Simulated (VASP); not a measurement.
Set up this calculation in VASP 6.6.1, as the native input.

```yaml
Task: single point
Functional: PBE
Potentials_or_basis: VASP PAW PBE potentials, release 64 (Ca_sv, Ge_d, Bi_d, H)
Cutoff: 520 eV
k_mesh: 3 × 3 × 4
Occupations: gaussian, width 0.1 eV
Spin: no spin polarisation
Dipole_correction: no
Further_INCAR_settings: ALGO = Normal; EDIFF = 1e-07; NBANDS = 42
```

The structure of Ca3GeBiH4 lies in POSCAR:

```
Ca3GeBiH4
1.0
    6.2465750500      0.0000000000      0.0000000000
   -3.1232875200      5.4096926800      0.0000000000
    0.0000000000      0.0000000000      4.5688889300
Ca Ge Bi H
3 1 1 4
Direct
    0.5000000000      0.0000000000      0.5000000000
    0.0000000000      0.5000000000      0.5000000000
    0.5000000000      0.5000000000      0.5000000000
    0.0000000000      0.0000000000      0.0000000000
    0.0000000000      0.0000000000      0.5000000000
    0.3333333300      0.6666666700      0.5000000000
    0.6666666700      0.3333333300      0.5000000000
    0.3333333300      0.6666666700      0.0000000000
    0.6666666700      0.3333333300      0.0000000000
```

The cell was built from a structure type or drawn by symmetry, and may not be a known phase.

One way to write it, as run:

INCAR

```
PREC = Accurate ; ENCUT = 520
EDIFF = 1E-7 ; ISMEAR = 0
SIGMA = 0.1 ; LREAL = F
LASPH = T ; NELM = 100
ALGO = Normal ; ISIF = 2
LWAVE = F ; LCHARG = T
GGA = PE ; LELF = T
LVHAR = T ; NBANDS = 42
```

KPOINTS

```
Automatic mesh
0
Gamma
  3 3 4
```

Potentials or basis: VASP PAW PBE potentials, release 64 (Ca_sv, Ge_d, Bi_d, H).

Run with:

```console
$ cat potpaw_PBE.64/Ca_sv/POTCAR potpaw_PBE.64/Ge_d/POTCAR potpaw_PBE.64/Bi_d/POTCAR potpaw_PBE.64/H/POTCAR > POTCAR
$ mpirun -np 1 vasp_std > vasp.out
```

It gave:

```json
{"Pressure": "24.9 GPa", "Band gap on the k mesh": "zero (an odd number of electrons rules out a gap without spin polarisation)"}
```

Caveat: the k points lie up to 0.39 Å⁻¹ apart, too coarse for converged energies and pressures of a metal; spin-orbit coupling is left out, which moves the levels of the heavy elements.

Run time: 48 s on 1 thread of Intel(R) Xeon(R) 6975P-C (Granite Rapids), on a shared host, peak memory 0.31 GiB.
